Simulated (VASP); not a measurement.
# Co in VASP: further runs

Co is run at these levels: PBEsol; tasks: single point, relaxation of cell and atoms.

Everything below comes from runs of VASP 6.6.1. Logs are shortened: lines on timing, memory, paths and dates and some standing lists are left out, and cuts for length are marked.

### 1 The cell of the first run

Symmetry: P6_3/mmc, No. 194, hexagonal system. The conventional cell has a = 2.436 Å, b = 2.436 Å, c = 3.945 Å, α = 90.00°, β = 90.00°, γ = 120.00°. Within 3.2 Å of Co (site symmetry -6m2) lie 12 Co at 2.42 to 2.44 Å.

### 2 Single point, PBEsol, collinear spin, ferromagnetic start

Input file INCAR:

```
SYSTEM = Co
  ALGO = Normal
  EDIFF = 1E-7
  ENCUT = 520
  GGA = PS
  ISIF = 2
  ISMEAR = -1
  ISPIN = 2
  LASPH = .TRUE.
  LCHARG = .FALSE.
  LMAXMIX = 4
  LORBIT = 11
  LREAL = .FALSE.
  LWAVE = .FALSE.
  MAGMOM = 2 2
  NBANDS = 20
  NELM = 150
  PREC = Accurate
  SIGMA = 0.05
```

Input file KPOINTS:

```
k-points
0
G
  9 9 5
  0 0 0
```

Input file POSCAR:

```
Co
1.0
    2.4362877489      0.0000000000      0.0000000000
   -1.2181438745      2.1098870815      0.0000000000
    0.0000000000      0.0000000000      3.9452273244
Co
2
Direct
    0.3333333333      0.6666666667      0.7499965261
    0.6666666667      0.3333333333      0.2500034739
```

Potentials or basis: VASP PAW PBE potentials, release 64 (Co).

Run with:

```console
$ cat potpaw_PBE.64/Co/POTCAR > POTCAR
$ mpirun -np 1 vasp_std > vasp.out
```

OUTCAR:

```text
SYSTEM = Co
   EDIFF = 1E-7
   ENCUT = 520
   GGA = PS
   ISIF = 2
   ISMEAR = -1
   ISPIN = 2
   LASPH = .TRUE.
   LORBIT = 11
   LREAL = .FALSE.
   NELM = 150
   PREC = Accurate

 ion  position               nearest neighbor table
   1  0.333  0.667  0.750-   2 2.42   2 2.42   2 2.42   2 2.42   2 2.42   2 2.42
   2  0.667  0.333  0.250-   1 2.42   1 2.42   1 2.42   1 2.42   1 2.42   1 2.42

  LATTYP: Found a hexagonal cell.
 ALAT       =     2.4362877489
 C/A-ratio  =     1.6193601623

  Lattice vectors:

 A1 = (   2.4362877489,   0.0000000000,   0.0000000000)
 A2 = (  -1.2181438745,   2.1098870815,   0.0000000000)
 A3 = (   0.0000000000,   0.0000000000,   3.9452273244)

Analysis of symmetry for initial positions (statically):
=====================================================================
 Subroutine PRICEL returns:
 Original cell was already a primitive cell.

 Routine SETGRP: Setting up the symmetry group for a
 hexagonal supercell.

 Subroutine GETGRP returns: Found 12 space group operations
 (whereof 12 operations were pure point group operations)
 out of a pool of 24 trial point group operations.

The static configuration has the point symmetry D_3d.

Analysis of symmetry for dynamics (positions and initial velocities):
=====================================================================
 Subroutine PRICEL returns:
 Original cell was already a primitive cell.

 Routine SETGRP: Setting up the symmetry group for a
 hexagonal supercell.

 Subroutine GETGRP returns: Found 12 space group operations
 (whereof 12 operations were pure point group operations)
 out of a pool of 24 trial point group operations.

The dynamic configuration has the point symmetry D_3d.

Analysis of structural, dynamic, and magnetic symmetry:
=====================================================================
 Subroutine PRICEL returns:
 Original cell was already a primitive cell.

 Routine SETGRP: Setting up the symmetry group for a
 hexagonal supercell.

 Subroutine GETGRP returns: Found 12 space group operations
 (whereof 12 operations were pure point group operations)
 out of a pool of 24 trial point group operations.

The overall configuration has the point symmetry D_3d.

 Subroutine INISYM returns: Found 12 space group operations
 (whereof 12 operations are pure point group operations),
 and found     1 'primitive' translations

----------------------------------------------------------------------------------------

[... 114 lines left out ...]
  Fermi-wavevector in a.u.,A,eV,Ry     =   1.573303  2.973112 33.678264  2.475283
  Thomas-Fermi vector in A             =   2.674608
   LORBIT       =     11    0 simple, 1 ext, 2 COOP (PROOUT), +10 PAW based schemes
   GGA     = PS    functional components
   LHFCALC =     F    Hartree Fock is set to
   AEXX    =    0.0000 exact exchange contribution
   IVDW    =     0    specifies the selected vdW correction
   LEPSILON=     F    determine dielectric tensor
   LRPA    =     F    only Hartree local field effects (RPA)
 spin polarized calculation
  energy-cutoff  :      520.00
  volume of cell :       20.28
 maximum number of plane-waves:       567
 NGX is ok and might be reduce to    18
   NGX =  9   NGY =  9   NGZ = 15

 number of electron      17.9999978 magnetization       3.0223960

 Free energy of the ion-electron system (eV)
  ---------------------------------------------------
  ext. energy  EPLUGINS =         0.00000000
  ---------------------------------------------------
  free energy    TOTEN  =       -15.48006466 eV

  energy without entropy =      -15.46347747  energy(sigma->0) =      -15.47177107

 E-fermi :  11.0602     XC(G=0): -13.9837

 val. band max:       11.0497487270   @ k =   0.1111   0.0000   0.2000
 cond. band min:      11.0773676053   @ k =   0.1111   0.1111   0.4000
 fundamental gap:      0.0276188783
 Fermi energy:        11.0601732880

 spin component 1

 k-point     1 :       0.0000    0.0000    0.0000
  band No.  band energies     occupation
      1       1.6901      1.00000
      2       5.6024      1.00000
      3       8.3870      1.00000
      4       8.4220      1.00000
      5       8.4220      1.00000
      6       8.7732      1.00000
[... 541 lines left out ...]
     19      37.4013      0.00000
     20      38.3971      0.00000

 [... further k-points ...]

 spin component 2

 k-point     1 :       0.0000    0.0000    0.0000
  band No.  band energies     occupation
      1       1.7458      1.00000
      2       6.4940      1.00000
      3       9.9059      1.00000
      4       9.9401      1.00000
      5       9.9401      1.00000
      6      10.3434      1.00000
[... 541 lines left out ...]
     19      37.6791      0.00000
     20      38.6067      0.00000

 [... further k-points ...]

------------------------ aborting loop because EDIFF is reached ----------------------------------------

  FORCE on cell =-STRESS in cart. coord.  units (eV):
  Direction    XX          YY          ZZ          XY          YZ          ZX
  --------------------------------------------------------------------------------------
  -------------------------------------------------------------------------------------
  Total        0.5235761      0.5235761      0.5181270     -0.0000000     -0.0000000      0.0000000
  in kB       41.3647671     41.3647671     40.9342651     -0.0000000     -0.0000000      0.0000000
  external PRESSURE =      41.2212664 kB  Pullay stress =       0.0000000 kB

 VOLUME and BASIS-vectors are now :
 -----------------------------------------------------------------------------
  energy-cutoff  :      520.00
  volume of cell :       20.28
      direct lattice vectors                 reciprocal lattice vectors
     2.436287749  0.000000000  0.000000000     0.410460546  0.236979507  0.000000000
    -1.218143874  2.109887082  0.000000000     0.000000000  0.473959014  0.000000000
     0.000000000  0.000000000  3.945227324     0.000000000  0.000000000  0.253470819

 POSITION                                       TOTAL-FORCE (eV/Angst)
 -----------------------------------------------------------------------------------
     -0.00000      1.40659      2.95891        -0.000000     -0.000000      0.000228
      1.21814      0.70330      0.98632         0.000000      0.000000     -0.000228
 -----------------------------------------------------------------------------------
    total drift:                                0.000000     -0.000000      0.000000

  FREE ENERGIE OF THE ION-ELECTRON SYSTEM (eV)
  ---------------------------------------------------
  free  energy   TOTEN  =       -15.4800646642 eV

  energy  without entropy=      -15.4634774661  energy(sigma->0) =      -15.47177107

 total charge

# of ion       s       p       d       tot
------------------------------------------
    1        0.517   0.585   7.311   8.413
    2        0.517   0.585   7.311   8.413
--------------------------------------------------
tot          1.034   1.171  14.621  16.825

 magnetization (x)

# of ion       s       p       d       tot
------------------------------------------
    1       -0.017  -0.055   1.588   1.516
    2       -0.017  -0.055   1.588   1.516
--------------------------------------------------
tot         -0.033  -0.111   3.176   3.032
```

Wall time 20 s (1 thread of Intel Xeon 6975P-C (Granite Rapids), shared host); peak memory 0.15 GiB.

Results:

- Free energy: -15.4801 eV
- Pressure: 4.1 GPa
- Net moment: 3.02 μB per cell
- Site moments: Co +1.52 μB
- Valence electrons inside the program's atomic spheres: Co 8.41

Caveat: the cell stands under pressure; the PAW data sets were made with another functional, which shifts forces and pressure a little.

### 3 Single point, PBEsol, collinear spin, ferromagnetic start

This run uses another cell than the first one, of 10.25 Å³/atom.

Input file INCAR:

```
PREC = Accurate ; ENCUT = 520
EDIFF = 1E-6 ; ISMEAR = -1
SIGMA = 0.05 ; LREAL = F
LASPH = T ; NELM = 150
ALGO = Normal ; ISIF = 2
LWAVE = F ; LCHARG = F
ISPIN = 2 ; MAGMOM = 2 2
LORBIT = 11 ; LMAXMIX = 4
GGA = PS ; NBANDS = 20
```

Input file KPOINTS:

```
Automatic mesh
0
Gamma
  9 9 5
```

Input file POSCAR:

```
Co
1.0
    2.4450622794      0.0000000000      0.0000000000
   -1.2225311397      2.1174860478      0.0000000000
    0.0000000000      0.0000000000      3.9607925674
Co
2
Direct
    0.3333333333      0.6666666667      0.7499964169
    0.6666666667      0.3333333333      0.2500035831
```

Potentials or basis: VASP PAW PBE potentials, release 64 (Co).

Run with:

```console
$ cat potpaw_PBE.64/Co/POTCAR > POTCAR
$ mpirun -np 1 vasp_std > vasp.out
```

It took 16 s on 1 thread of Intel Xeon 6975P-C (Granite Rapids), shared host; peak memory 0.15 GiB.

Results (log left out):

```
Free energy                                           : -15.4838 eV
Pressure                                              : 1.2 GPa
Net moment                                            : 3.03 μB per cell
Site moments                                          : Co +1.52 μB
Valence electrons inside the program's atomic spheres : Co 8.39
```

Levels at points of the mesh, in eV from the Fermi level:
Spin up:
```csv
k point,band 7,band 8,band 9,band 10,band 11,band 12,band 13,band 14,band 15,band 16
"(0.00, 0.00, 0.00)",-2.28,-1.89,-1.89,-0.69,-0.69,-0.18,6.85,22.42,25.57,25.57
```
Spin down:
```csv
k point,band 5,band 6,band 7,band 8,band 9,band 10
"(0.00, 0.00, 0.00)",-1.10,-0.70,-0.70,-0.23,-0.23,-0.17
```

Caveat: the PAW data sets were made with another functional, which shifts forces and pressure a little.

(Part 1 of 2 ends here.)
